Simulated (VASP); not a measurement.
# La3LuO2 (Immm) in VASP: relaxation of cell and atoms with PBE

Aim: the relaxation of cell and atoms of La3LuO2 with PBE.

Everything below comes from runs of VASP 6.6.1. Logs are shortened: lines on timing, memory, paths and dates and some standing lists are left out, and cuts for length are marked.

### Step 1. The cell of the first run

The structure is orthorhombic, space group Immm (No. 71). Conventional cell: a = 5.572 Å, b = 6.442 Å, c = 8.410 Å, α = 90.00°, β = 90.00°, γ = 90.00°. La (site symmetry mmm) has 2 Lu at 2.79 Å and 2 La at 3.22 Å and 8 O at 3.55 to 3.79 Å within 3.8 Å. La (site symmetry mmm) has 2 La at 2.79 Å and 2 Lu at 3.22 Å and 4 O at 3.43 Å within 3.7 Å. La (site symmetry mmm) has 2 O at 2.00 Å within 2.6 Å. Within 2.9 Å of Lu (site symmetry mmm) lie 2 O at 2.21 Å and 2 La at 2.79 Å. O (site symmetry mm2) has 1 La at 2.00 Å and 1 Lu at 2.21 Å within 2.6 Å.

The cell was generated, and may not be a known phase.

### Step 2. Relaxation of cell and atoms, PBE

File INCAR:

```
ALGO     = Normal         # electronic algorithm
EDIFF    = 1E-7           # SCF threshold, eV
EDIFFG   = -0.04          # ionic threshold
ENCUT    = 600            # plane-wave cutoff, eV
GGA      = PE             # functional
IBRION   = 2              # ionic algorithm
ISIF     = 3              # what is computed and relaxed
ISMEAR   = 0              # smearing method
LASPH    = T              # aspherical terms in the spheres
LCHARG   = F              # write CHGCAR
LREAL    = F              # projectors in reciprocal space
LWAVE    = F              # write WAVECAR
NELM     = 100            # most SCF steps
NSW      = 90             # ionic steps
PREC     = Accurate       # precision mode
SIGMA    = 0.1            # smearing width, eV
```

File KPOINTS:

```
k-points
0
Gamma
  4 4 4
```

File POSCAR:

```
La3LuO2
1.0
   -2.7859810800      3.2208594200      4.2047739100
    2.7859810800     -3.2208594200      4.2047739100
    2.7859810800      3.2208594200     -4.2047739100
La Lu O
3 1 2
Direct
    0.5000000000      0.0000000000      0.5000000000
    0.0000000000      0.5000000000      0.5000000000
    0.0000000000      0.0000000000      0.0000000000
    0.5000000000      0.5000000000      0.0000000000
    0.2375572400      0.2375572400      0.0000000000
    0.7624427600      0.7624427600      0.0000000000
```

Potentials or basis: VASP PAW PBE potentials, release 64 (La, Lu, O).

Started as:

```console
$ cat potpaw_PBE.64/La/POTCAR potpaw_PBE.64/Lu/POTCAR potpaw_PBE.64/O/POTCAR > POTCAR
$ mpirun -np 1 vasp_std > vasp.out
```

OUTCAR:

```text
EDIFF = 1E-7
   EDIFFG = -0.04
   ENCUT = 600
   GGA = PE
   IBRION = 2
   ISIF = 3
   ISMEAR = 0
   LASPH = T
   LREAL = F
   NELM = 100
   NSW = 90
   PREC = Accurate

 ion  position               nearest neighbor table
   1  0.500  0.000  0.500-   4 2.79   4 2.79   3 3.22   3 3.22
   2  0.000  0.500  0.500-   3 2.79   3 2.79   4 3.22   4 3.22
   3  0.000  0.000  0.000-   5 2.00   6 2.00   2 2.79   2 2.79   1 3.22   1 3.22
   4  0.500  0.500  0.000-   5 2.21   6 2.21   1 2.79   1 2.79   2 3.22   2 3.22
   5  0.238  0.238  0.000-   3 2.00   4 2.21
   6  0.762  0.762  0.000-   3 2.00   4 2.21

  LATTYP: Found a body centered orthorhombic cell.
 ALAT       =     5.5719621600
 B/A-ratio  =     1.1560952237
 C/A-ratio  =     1.5092614735

  Lattice vectors:

 A1 = (  -2.7859810800,   3.2208594200,   4.2047739100)
 A2 = (   2.7859810800,  -3.2208594200,   4.2047739100)
 A3 = (   2.7859810800,   3.2208594200,  -4.2047739100)

Analysis of symmetry for initial positions (statically):
=====================================================================
 Subroutine PRICEL returns:
 Original cell was already a primitive cell.

 Routine SETGRP: Setting up the symmetry group for a
 body centered orthorhombic supercell.

 Subroutine GETGRP returns: Found  8 space group operations
 (whereof  8 operations were pure point group operations)
 out of a pool of  8 trial point group operations.

The static configuration has the point symmetry D_2h.

Analysis of symmetry for dynamics (positions and initial velocities):
=====================================================================
 Subroutine PRICEL returns:
 Original cell was already a primitive cell.

 Routine SETGRP: Setting up the symmetry group for a
 body centered orthorhombic supercell.

 Subroutine GETGRP returns: Found  8 space group operations
 (whereof  8 operations were pure point group operations)
 out of a pool of  8 trial point group operations.

The dynamic configuration has the point symmetry D_2h.

 Subroutine INISYM returns: Found  8 space group operations
 (whereof  8 operations are pure point group operations),
 and found     1 'primitive' translations

----------------------------------------------------------------------------------------

                                     Primitive cell

  volume of cell :     150.9220

  direct lattice vectors                    reciprocal lattice vectors
[... 77 lines left out ...]
   NGXF,Y,Z  is equivalent  to a cutoff of  26.67, 26.67, 26.67 a.u.
 SYSTEM =  unknown system
   PREC   = accura    normal or accurate (medium, high low for compatibility)
   ISTART =      0    job   : 0-new  1-cont  2-samecut
   ICHARG =      2    charge: 1-file 2-atom 10-const
   ISPIN  =      1    spin polarized calculation?
   LNONCOLLINEAR =      F non collinear calculations
   LSORBIT =      F    spin-orbit coupling
   LASPH  =      T    aspherical Exc in radial PAW
   ENCUT  =  600.0 eV  44.10 Ry    6.64 a.u.  11.95 11.95 11.95*2*pi/ulx,y,z
   NELM   =    100;   NELMIN=  2; NELMDL= -5     # of ELM steps
   EDIFF  = 0.1E-06   stopping-criterion for ELM
   LREAL  =      F    real-space projection
   EDIFFG = -.4E-01   stopping-criterion for IOM
   NSW    =     90    number of steps for IOM
   IBRION =      2    ionic relax: 0-MD 1-quasi-New 2-CG
   NFREE  =      1    steps in history (QN), initial steepest desc. (CG)
   ISIF   =      3    stress and relaxation
   ISYM   =      2    0-nonsym 1-usesym 2-fastsym
   POTIM  = 0.5000    time-step for ionic-motion
   TEBEG  =    0.0;   TEEND  =   0.0 temperature during run
   PSTRESS=    0.0 pullay stress
   NELECT =      70.0000    total number of electrons
   NUPDOWN=      -1.0000    fix difference up-down
   EMIN   =  10.00;   EMAX   =-10.00  energy-range for DOS
   EFERMI =   0.00;   METHOD = LEGACY
   ISMEAR =     0;   SIGMA  =   0.10  broadening in eV -4-tet -1-fermi 0-gaus
   EFERMI_NEDOS =   21; number of points for ismear=-14 and -15
   IALGO  =     38    algorithm
   IMIX   =      4    mixing-type and parameters
     AMIX     =   0.40;   BMIX     =  1.00
     AMIX_MAG =   1.60;   BMIX_MAG =  1.00
  volume/ion in A,a.u.               =      25.15       169.75
  Fermi-wavevector in a.u.,A,eV,Ry     =   1.267234  2.394724 21.849335  1.605881
  Thomas-Fermi vector in A             =   2.400392
   LORBIT       =      0    0 simple, 1 ext, 2 COOP (PROOUT), +10 PAW based schemes
   GGA     = PE    functional components
   LHFCALC =     F    Hartree Fock is set to
   AEXX    =    0.0000 exact exchange contribution
   IVDW    =     0    specifies the selected vdW correction
   LEPSILON=     F    determine dielectric tensor
   LRPA    =     F    only Hartree local field effects (RPA)
 conjugate gradient relaxation of ions
 non-spin polarized calculation
 Gauss-broadening in eV      SIGMA  =   0.10
  energy-cutoff  :      600.00
  volume of cell :      150.92
 maximum number of plane-waves:      5060
   NGX = 23   NGY = 23   NGZ = 23

--------------------------------------- Ionic step        1  -------------------------------------------

 number of electron      69.9999996 magnetization

 Free energy of the ion-electron system (eV)
  ---------------------------------------------------
  ext. energy  EPLUGINS =         0.00000000
  ---------------------------------------------------
  free energy    TOTEN  =       -30.20032668 eV

  energy without entropy =      -30.15883217  energy(sigma->0) =      -30.17957943

------------------------ aborting loop because EDIFF is reached ----------------------------------------

  FORCE on cell =-STRESS in cart. coord.  units (eV):
  Direction    XX          YY          ZZ          XY          YZ          ZX
  --------------------------------------------------------------------------------------
  -------------------------------------------------------------------------------------
  Total       22.3683763      5.7503974      9.9801158     -0.0000000      0.0000000      0.0000000
  in kB      237.4610967     61.0458109    105.9482019     -0.0000000      0.0000000      0.0000000
  external PRESSURE =     134.8183698 kB  Pullay stress =       0.0000000 kB
[... 307 lines left out ...]
--------------------------------------- Ionic step        9  -------------------------------------------

 number of electron      69.9999991 magnetization

 Free energy of the ion-electron system (eV)
  ---------------------------------------------------
  ext. energy  EPLUGINS =         0.00000000
  ---------------------------------------------------
  free energy    TOTEN  =       -33.25334680 eV

  energy without entropy =      -33.19146413  energy(sigma->0) =      -33.22240547

 E-fermi :   4.0075     XC(G=0):  -8.3925

 val. band max:        3.9839445079   @ k =   0.2500   0.5000  -0.0000
 cond. band min:       4.0127623207   @ k =   0.5000  -0.2500   0.2500
 fundamental gap:      0.0288178128
 Fermi energy:         4.0075358023

 k-point     1 :       0.0000    0.0000    0.0000
  band No.  band energies     occupation
      1     -51.7495      2.00000
      2     -29.8039      2.00000
      3     -29.7843      2.00000
      4     -27.7342      2.00000
      5     -22.6392      2.00000
      6     -22.6391      2.00000
[... 832 lines left out ...]
  FREE ENERGIE OF THE ION-ELECTRON SYSTEM (eV)
  ---------------------------------------------------
  free  energy   TOTEN  =       -33.2533468016 eV

  energy  without entropy=      -33.1914641324  energy(sigma->0) =      -33.22240547

 reached required accuracy - stopping structural energy minimisation
```

CONTCAR:

```text
La3LuO2
   1.00000000000000
    -3.5062704554837509    3.5238846327796742    4.2503274266726319
     3.5062704554837509   -3.5238846327796742    4.2503274266726319
     3.5062704554837509    3.5238846327796742   -4.2503274266726319
  La              Lu              O
     3     1     2
Direct
     0.5000000000000000    0.0000000000000000    0.5000000000000000
     0.0000000000000000    0.5000000000000000    0.5000000000000000
     0.0000000000000000    0.0000000000000000    0.0000000000000000
     0.5000000000000000    0.5000000000000000    0.0000000000000000
     0.2568726523101845    0.2568726523101845    0.0000000000000000
     0.7431273476898156    0.7431273476898156    0.0000000000000000

  0.00000000E+00  0.00000000E+00  0.00000000E+00
  0.00000000E+00  0.00000000E+00  0.00000000E+00
  0.00000000E+00  0.00000000E+00  0.00000000E+00
  0.00000000E+00  0.00000000E+00  0.00000000E+00
  0.00000000E+00  0.00000000E+00  0.00000000E+00
  0.00000000E+00  0.00000000E+00  0.00000000E+00
```

It took 24 min on 1 thread of AMD EPYC 9R45 (Zen 5), shared host; peak memory 0.43 GiB.

Results:

```
Free energy                           : -33.2533 eV
Relaxed volume                        : 35.01 Å³/atom
Relaxed cell                          : a = 6.540 Å, b = 6.540 Å, c = 6.540 Å, α = 115.16°, β = 114.80°, γ = 98.94°
Space group after relaxing (to 0.1 Å) : I4/mmm (No. 139)
Energy gained by relaxing             : 508.8 meV/atom
Ionic steps                           : 9
Pressure after relaxing               : 0.0 GPa
Largest force after relaxing          : 0.016 eV/Å
Band gap on the k mesh                : zero (bands 35 and 36 overlap by 0.36 eV)
```

Forces in eV/Å, atoms in the order of the input:
```
La   0.000  0.000  0.000
La   0.000  0.000  0.000
La   0.000  0.000  0.000
Lu   0.000  0.000  0.000
O    0.000  0.000 -0.016
O    0.000  0.000  0.016
```

Step by step:
```csv
step,energy change (eV),largest force (eV/Å),pressure (GPa),volume (Å³)
1,0.0000,3.9475,13.48,150.92
2,-2.4920,0.1010,-2.09,201.25
3,-2.5150,0.1166,-1.22,195.33
4,-2.8963,1.5383,2.76,196.76
5,-2.9608,0.9102,1.36,196.58
6,-3.0412,0.0707,0.40,204.31
7,-3.0434,0.2730,0.23,205.96
8,-3.0518,0.0825,0.08,208.68
9,-3.0530,0.0164,0.01,210.06
```

Final structure:
```xyz
6
Lattice="-3.5063 3.5239 4.2503 3.5063 -3.5239 4.2503 3.5063 3.5239 -4.2503" Properties=species:S:1:pos:R:3 pbc="T T T"
La    0.0000    3.5239    0.0000
La    3.5063    0.0000    0.0000
La    0.0000    0.0000    0.0000
Lu    0.0000    0.0000    4.2503
O     0.0000    0.0000    2.1836
O     0.0000    0.0000    6.3171
```

Caveat: the volume moved by over 15 % at a fixed basis, so the end points are rough; spin-orbit coupling is left out, which moves the levels of the heavy elements.

The gap in the log of VASP goes by the Fermi energy; the results here count the filled bands.